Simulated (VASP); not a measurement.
# Al7Ru8 in VASP: single point with PBE

Aim: the single point of Al7Ru8 with PBE.

Everything below comes from runs of VASP 6.6.1. Logs are shortened: lines on timing, memory, paths and dates and some standing lists are left out, and cuts for length are marked.

**1. The cell of the first run**

The cell holds a slab with vacuum, 15 atoms: a = 4.231 Å, b = 4.231 Å, c = 30.090 Å, α = 90.00°, β = 90.00°, γ = 120.00°.

**2. Single point, PBE**

Input file INCAR:

```
SYSTEM = Al7Ru8
ALGO = Normal ; DIPOL = 0.5 0.5 0.500
EDIFF = 1E-7 ; ENCUT = 520
GGA = PE ; IDIPOL = 3
ISIF = 2 ; ISMEAR = 0
LASPH = .True. ; LCHARG = .False.
LDIPOL = .True. ; LREAL = Auto
LWAVE = .False. ; NBANDS = 80
NELM = 80 ; PREC = Accurate
SIGMA = 0.1
```

Input file KPOINTS:

```
k-points
0
Gamma
  9 9 1
  0 0 0
```

Input file POSCAR:

```
Al7Ru8
1.0
    4.2307612932      0.0000000029      0.0000000000
   -2.1153806491      3.6639467558      0.0000000000
    0.0000000000      0.0000000000     30.0904075633
Ru Al
8 7
Direct
    0.3333333333      0.6666666667      0.2990986407
    0.0000000000      0.0000000000      0.3564990305
    0.6666666667      0.3333333333      0.4138994203
    0.3333333333      0.6666666667      0.4712998101
    0.0000000000      0.0000000000      0.5295521125
    0.6666666667      0.3333333333      0.5871172688
    0.3333333333      0.6666666667      0.6482237446
    0.0000000000      0.0000000000      0.6961885663
    0.6666666667      0.3333333333      0.3277988406
    0.3333333333      0.6666666667      0.3851992204
    0.0000000000      0.0000000000      0.4425996102
    0.6666666667      0.3333333333      0.5005189060
    0.3333333333      0.6666666667      0.5593476660
    0.0000000000      0.0000000000      0.6143002696
    0.6666666667      0.3333333333      0.6733348876
```

Potentials or basis: VASP PAW PBE potentials, release 64 (Ru_pv, Al).

Started as:

```
$ cat potpaw_PBE.64/Ru_pv/POTCAR potpaw_PBE.64/Al/POTCAR > POTCAR
$ mpirun -np 1 vasp_std > vasp.out
```

OUTCAR:

```text
SYSTEM = Al7Ru8
   EDIFF = 1E-7
   ENCUT = 520
   GGA = PE
   ISIF = 2
   ISMEAR = 0
   LASPH = .True.
   LREAL = Auto
   NELM = 80
   PREC = Accurate

 ion  position               nearest neighbor table
   1  0.333  0.667  0.299-  10 2.59   9 2.59   9 2.59   9 2.59   2 2.99   2 2.99   2 2.99
   2  0.000  0.000  0.356-  11 2.59   9 2.59  10 2.59   9 2.59  10 2.59   9 2.59  10 2.59   1 2.99
                             3 2.99   1 2.99   3 2.99   1 2.99   3 2.99
   3  0.667  0.333  0.414-   9 2.59  11 2.59  11 2.59  11 2.59  10 2.59  10 2.59  10 2.59  12 2.61
                             4 2.99   2 2.99   4 2.99   2 2.99   2 2.99   4 2.99
   4  0.333  0.667  0.471-  11 2.59  11 2.59  11 2.59  10 2.59  12 2.60  12 2.60  12 2.60  13 2.65
                             3 2.99   3 2.99   3 2.99   5 3.01   5 3.01   5 3.01
   5  0.000  0.000  0.530-  14 2.55  12 2.59  12 2.59  12 2.59  13 2.60  13 2.60  13 2.60  11 2.62
                             6 2.99   6 2.99   6 2.99   4 3.01   4 3.01   4 3.01
   6  0.667  0.333  0.587-  14 2.58  14 2.58  14 2.58  13 2.58  13 2.58  13 2.58  15 2.59  12 2.61
                             5 2.99   5 2.99   5 2.99   7 3.06   7 3.06   7 3.06
   7  0.333  0.667  0.648-  15 2.56  15 2.56  15 2.56  14 2.65  14 2.65  14 2.65  13 2.67   8 2.84
                             8 2.84   8 2.84   6 3.06   6 3.06   6 3.06
   8  0.000  0.000  0.696-  14 2.46  15 2.54  15 2.54  15 2.54   7 2.84   7 2.84   7 2.84
   9  0.667  0.333  0.328-   3 2.59   2 2.59   2 2.59   2 2.59   1 2.59   1 2.59   1 2.59  10 2.99
                            10 2.99  10 2.99
  10  0.333  0.667  0.385-   1 2.59   2 2.59   2 2.59   2 2.59   3 2.59   3 2.59   3 2.59   4 2.59
                             9 2.99   9 2.99   9 2.99  11 2.99  11 2.99  11 2.99
  11  0.000  0.000  0.443-   2 2.59   3 2.59   3 2.59   3 2.59   4 2.59   4 2.59   4 2.59   5 2.62
                            10 2.99  10 2.99  10 2.99  12 3.00  12 3.00  12 3.00
  12  0.667  0.333  0.501-   5 2.59   5 2.59   5 2.59   4 2.60   4 2.60   4 2.60   6 2.61   3 2.61
                            11 3.00  11 3.00  11 3.00  13 3.02  13 3.02  13 3.02
  13  0.333  0.667  0.559-   6 2.58   6 2.58   6 2.58   5 2.60   5 2.60   5 2.60   4 2.65   7 2.67
                            14 2.95  14 2.95  14 2.95  12 3.02  12 3.02  12 3.02
  14  0.000  0.000  0.614-   8 2.46   5 2.55   6 2.58   6 2.58   6 2.58   7 2.65   7 2.65   7 2.65
                            13 2.95  13 2.95  13 2.95  15 3.02  15 3.02  15 3.02
  15  0.667  0.333  0.673-   8 2.54   8 2.54   8 2.54   7 2.56   7 2.56   7 2.56   6 2.59  14 3.02
                            14 3.02  14 3.02

  LATTYP: Found a hexagonal cell.
 ALAT       =     4.2307612932
 C/A-ratio  =     7.1122914951

  Lattice vectors:

 A1 = (   4.2307612932,   0.0000000029,   0.0000000000)
 A2 = (  -2.1153806491,   3.6639467558,   0.0000000000)
 A3 = (   0.0000000000,   0.0000000000,  30.0904075633)

Analysis of symmetry for initial positions (statically):
=====================================================================
 Subroutine PRICEL returns:
 Original cell was already a primitive cell.

 Routine SETGRP: Setting up the symmetry group for a
 hexagonal supercell.

 Subroutine GETGRP returns: Found  6 space group operations
 (whereof  6 operations were pure point group operations)
 out of a pool of 24 trial point group operations.

The static configuration has the point symmetry C_3v.

Analysis of symmetry for dynamics (positions and initial velocities):
=====================================================================
 Subroutine PRICEL returns:
 Original cell was already a primitive cell.

 Routine SETGRP: Setting up the symmetry group for a
 hexagonal supercell.

 Subroutine GETGRP returns: Found  6 space group operations
 (whereof  6 operations were pure point group operations)
 out of a pool of 24 trial point group operations.

The dynamic configuration has the point symmetry C_3v.

 Subroutine INISYM returns: Found  6 space group operations
 (whereof  6 operations are pure point group operations),
 and found     1 'primitive' translations

----------------------------------------------------------------------------------------

                                     Primitive cell

  volume of cell :     466.4400

  direct lattice vectors                    reciprocal lattice vectors
     4.230761293  0.000000003  0.000000000     0.236364080  0.136464865  0.000000000
    -2.115380649  3.663946756  0.000000000    -0.000000000  0.272929730  0.000000000
     0.000000000  0.000000000 30.090407563     0.000000000  0.000000000  0.033233182

  length of vectors
     4.230761293  4.230761293 30.090407563     0.272929730  0.272929730  0.033233182

  position of ions in fractional coordinates (direct lattice)
     0.333333333  0.666666667  0.299098641
     0.000000000  0.000000000  0.356499030
     0.666666667  0.333333333  0.413899420
     0.333333333  0.666666667  0.471299810
     0.000000000  0.000000000  0.529552112
     0.666666667  0.333333333  0.587117269
     0.333333333  0.666666667  0.648223745
     0.000000000  0.000000000  0.696188566
     0.666666667  0.333333333  0.327798841
     0.333333333  0.666666667  0.385199220
     0.000000000  0.000000000  0.442599610
     0.666666667  0.333333333  0.500518906
     0.333333333  0.666666667  0.559347666
     0.000000000  0.000000000  0.614300270
     0.666666667  0.333333333  0.673334888
[... 30 lines left out ...]
     0.026262676  0.015162763  0.000000000     0.111111111  0.000000000  0.000000000
    -0.000000000  0.030325526  0.000000000     0.000000000  0.111111111  0.000000000
     0.000000000  0.000000000  0.033233182     0.000000000  0.000000000  1.000000000

  Length of vectors
     0.030325526  0.030325526  0.033233182

  Shift w.r.t. Gamma in fractional coordinates (k-lattice)
     0.000000000  0.000000000  0.000000000

 Subroutine IBZKPT returns following result:
 ===========================================

 Found     12 irreducible k-points:

 Following reciprocal coordinates:
            Coordinates               Weight
  0.000000  0.000000  0.000000      1.000000
  0.111111 -0.000000  0.000000      6.000000
  0.222222 -0.000000  0.000000      6.000000
  0.333333  0.000000  0.000000      6.000000
  0.444444 -0.000000  0.000000      6.000000
  0.111111  0.111111  0.000000      6.000000
  0.222222  0.111111  0.000000     12.000000
  0.333333  0.111111  0.000000     12.000000
  0.444444  0.111111  0.000000      6.000000
  0.222222  0.222222  0.000000      6.000000
  0.333333  0.222222  0.000000     12.000000
  0.333333  0.333333  0.000000      2.000000
   k-points           NKPTS =     12   k-points in BZ     NKDIM =     12   number of bands    NBANDS=     80
   number of dos      NEDOS =    301   number of ions     NIONS =     15
   total plane-waves  NPLWV = 229376
   dimension x,y,z NGX =    32 NGY =   32 NGZ =  224
   dimension x,y,z NGXF=    64 NGYF=   64 NGZF=  448
   ions per type =               8   7
   NGX,Y,Z   is equivalent  to a cutoff of  12.57, 12.57, 12.38 a.u.
   NGXF,Y,Z  is equivalent  to a cutoff of  25.15, 25.15, 24.75 a.u.
 SYSTEM =  Al7Ru8
   PREC   = accura    normal or accurate (medium, high low for compatibility)
   ISTART =      0    job   : 0-new  1-cont  2-samecut
   ICHARG =      2    charge: 1-file 2-atom 10-const
   ISPIN  =      1    spin polarized calculation?
   LNONCOLLINEAR =      F non collinear calculations
   LSORBIT =      F    spin-orbit coupling
   LASPH  =      T    aspherical Exc in radial PAW
   ENCUT  =  520.0 eV  38.22 Ry    6.18 a.u.   7.87  7.87 55.95*2*pi/ulx,y,z
   NELM   =     80;   NELMIN=  2; NELMDL= -5     # of ELM steps
   EDIFF  = 0.1E-06   stopping-criterion for ELM
   LREAL  =      T    real-space projection
   EDIFFG = 0.1E-05   stopping-criterion for IOM
   NSW    =      0    number of steps for IOM
   IBRION =     -1    ionic relax: 0-MD 1-quasi-New 2-CG
   NFREE  =      0    steps in history (QN), initial steepest desc. (CG)
   ISIF   =      2    stress and relaxation
   ISYM   =      2    0-nonsym 1-usesym 2-fastsym
   POTIM  = 0.5000    time-step for ionic-motion
   TEBEG  =    0.0;   TEEND  =   0.0 temperature during run
   PSTRESS=    0.0 pullay stress
   NELECT =     133.0000    total number of electrons
   NUPDOWN=      -1.0000    fix difference up-down
   EMIN   =  10.00;   EMAX   =-10.00  energy-range for DOS
   EFERMI =   0.00;   METHOD = LEGACY
   ISMEAR =     0;   SIGMA  =   0.10  broadening in eV -4-tet -1-fermi 0-gaus
   EFERMI_NEDOS =   21; number of points for ismear=-14 and -15
   IALGO  =     38    algorithm
   IMIX   =      4    mixing-type and parameters
     AMIX     =   0.40;   BMIX     =  1.00
     AMIX_MAG =   1.60;   BMIX_MAG =  1.00
  volume/ion in A,a.u.               =      31.10       209.85
  Fermi-wavevector in a.u.,A,eV,Ry     =   1.077524  2.036224 15.797141  1.161057
  Thomas-Fermi vector in A             =   2.213438
   LORBIT       =      0    0 simple, 1 ext, 2 COOP (PROOUT), +10 PAW based schemes
   GGA     = PE    functional components
   LHFCALC =     F    Hartree Fock is set to
   AEXX    =    0.0000 exact exchange contribution
   IVDW    =     0    specifies the selected vdW correction
   LEPSILON=     F    determine dielectric tensor
   LRPA    =     F    only Hartree local field effects (RPA)
 non-spin polarized calculation
 Gauss-broadening in eV      SIGMA  =   0.10
  energy-cutoff  :      520.00
  volume of cell :      466.44
 maximum number of plane-waves:     12615
 NGX is ok and might be reduce to    32
   NGX = 15   NGY = 15   NGZ =111

 dipolmoment           0.000000      0.000000     -0.001679 electrons x Angstroem

 number of electron     133.0000012 magnetization

 dipolmoment           0.000000      0.000000      0.032024 electrons x Angstroem

 Free energy of the ion-electron system (eV)
  ---------------------------------------------------
  ext. energy  EPLUGINS =         0.00000000
  ---------------------------------------------------
  free energy    TOTEN  =      -102.84153783 eV

  energy without entropy =     -102.74913414  energy(sigma->0) =     -102.79533599

 E-fermi :   2.1878     XC(G=0):  -6.2154

 val. band max:        2.1815986830   @ k =   0.2222   0.2222   0.0000
 cond. band min:       2.1986873242   @ k =   0.4444  -0.0000   0.0000
 fundamental gap:      0.0170886413
 Fermi energy:         2.1878006568

 k-point     1 :       0.0000    0.0000    0.0000
  band No.  band energies     occupation
      1     -39.9696      2.00000
      2     -39.9696      2.00000
      3     -39.9162      2.00000
      4     -39.8074      2.00000
      5     -39.8074      2.00000
      6     -39.7928      2.00000
[... 961 lines left out ...]
     77       4.6679      0.00000
     78       4.6714      0.00000
 [bands above 78 left out]

------------------------ aborting loop because EDIFF is reached ----------------------------------------

 vacuum level on the upper side and lower side of the slab       (xc-potential included)        -0.075        -0.439

  FORCE on cell =-STRESS in cart. coord.  units (eV):
  Direction    XX          YY          ZZ          XY          YZ          ZX
  --------------------------------------------------------------------------------------
  -------------------------------------------------------------------------------------
  Total       -3.5899116     -3.5899116     -1.7550985     -0.0000000     -0.0000000      0.0000000
  in kB      -12.3310083    -12.3310083     -6.0285982     -0.0000000     -0.0000000      0.0000000
  external PRESSURE =     -10.2302049 kB  Pullay stress =       0.0000000 kB

 VOLUME and BASIS-vectors are now :
 -----------------------------------------------------------------------------
  energy-cutoff  :      520.00
  volume of cell :      466.44
      direct lattice vectors                 reciprocal lattice vectors
     4.230761293  0.000000003  0.000000000     0.236364080  0.136464865  0.000000000
    -2.115380649  3.663946756  0.000000000    -0.000000000  0.272929730  0.000000000
     0.000000000  0.000000000 30.090407563     0.000000000  0.000000000  0.033233182

 POSITION                                       TOTAL-FORCE (eV/Angst)
 -----------------------------------------------------------------------------------
     -0.00000      2.44263      9.00000        -0.000000      0.000000      1.017422
      0.00000      0.00000     10.72720         0.000000      0.000000     -0.556530
      2.11538      1.22132     12.45440        -0.000000     -0.000000     -0.063378
     -0.00000      2.44263     14.18160         0.000000      0.000000      0.089734
      0.00000      0.00000     15.93444        -0.000000      0.000000      0.000086
      2.11538      1.22132     17.66660         0.000000     -0.000000     -0.004491
     -0.00000      2.44263     19.50532        -0.000000      0.000000     -0.009162
      0.00000      0.00000     20.94860        -0.000000      0.000000     -0.005422
      2.11538      1.22132      9.86360        -0.000000      0.000000     -0.208640
     -0.00000      2.44263     11.59080        -0.000000      0.000000     -0.253865
      0.00000      0.00000     13.31800        -0.000000      0.000000     -0.026776
      2.11538      1.22132     15.06082         0.000000     -0.000000     -0.004532
     -0.00000      2.44263     16.83100        -0.000000     -0.000000     -0.002021
      0.00000      0.00000     18.48455        -0.000000     -0.000000      0.000458
      2.11538      1.22132     20.26092        -0.000000     -0.000000      0.027117
 -----------------------------------------------------------------------------------
    total drift:                                0.000000     -0.000000     -0.022359

  FREE ENERGIE OF THE ION-ELECTRON SYSTEM (eV)
  ---------------------------------------------------
  free  energy   TOTEN  =      -102.8415378282 eV

  energy  without entropy=     -102.7491341447  energy(sigma->0) =     -102.79533599

 vacuum level on the upper side and lower side of the slab         6.637         6.274
```

Wall time 17 min (1 thread of Intel Xeon 6975P-C (Granite Rapids), shared host); peak memory 0.64 GiB.

Results:

- Free energy: -102.8415 eV
- Largest force: 1.017 eV/Å

Forces on the atoms (eV/Å):
```
Ru   0.000  0.000  1.017
Ru   0.000  0.000 -0.557
Ru   0.000  0.000 -0.063
Ru   0.000  0.000  0.090
Ru   0.000  0.000  0.000
Ru   0.000  0.000 -0.004
Ru   0.000  0.000 -0.009
Ru   0.000  0.000 -0.005
Al   0.000  0.000 -0.209
Al   0.000  0.000 -0.254
Al   0.000  0.000 -0.027
Al   0.000  0.000 -0.005
Al   0.000  0.000 -0.002
Al   0.000  0.000  0.000
Al   0.000  0.000  0.027
```
